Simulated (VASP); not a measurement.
TiSn:

```xyz
2
Lattice="0.0000 2.8005 2.8005 2.8005 0.0000 2.8005 2.8005 2.8005 0.0000" Properties=species:S:1:pos:R:3 pbc="T T T"
Ti    0.0000    0.0000    0.0000
Sn    2.8005    2.8005    2.8005
```

| Item | Value |
| --- | --- |
| Program | VASP 6.6.1 |
| Task | relaxation of cell and atoms |
| Functional | PBE |
| Dispersion | D4 |
| Potentials or basis | VASP PAW PBE potentials, release 64 (Ti_sv, Sn_d) |
| Cutoff | 600 eV |
| k mesh | 8 × 8 × 8 |
| Occupations | fermi-dirac, width 0.05 eV |
| Spin | no spin polarisation |

At the start: pressure -2.3 GPa; volume 21.96 Å³/atom.

Problem. How do energy, volume and symmetry change on relaxing?

Solution. Over 3 steps the energy falls by 4.5 meV/atom and the volume is 21.36 Å³/atom (-2.7 %); space group Fm-3m (No. 225, to 0.1 Å) before and after.

Step by step:
```tsv
step	energy change (eV)	largest force (eV/Å)	pressure (GPa)	volume (Å³)
1	0.0000	0.0000	-2.31	43.93
2	-0.0048	0.0000	1.70	41.95
3	-0.0089	0.0000	0.02	42.73
```

Final structure:
```xyz
2
Lattice="0.0000 2.7748 2.7748 2.7748 0.0000 2.7748 2.7748 2.7748 0.0000" Properties=species:S:1:pos:R:3 pbc="T T T"
Ti    0.0000    0.0000    0.0000
Sn    2.7748    2.7748    2.7748
```
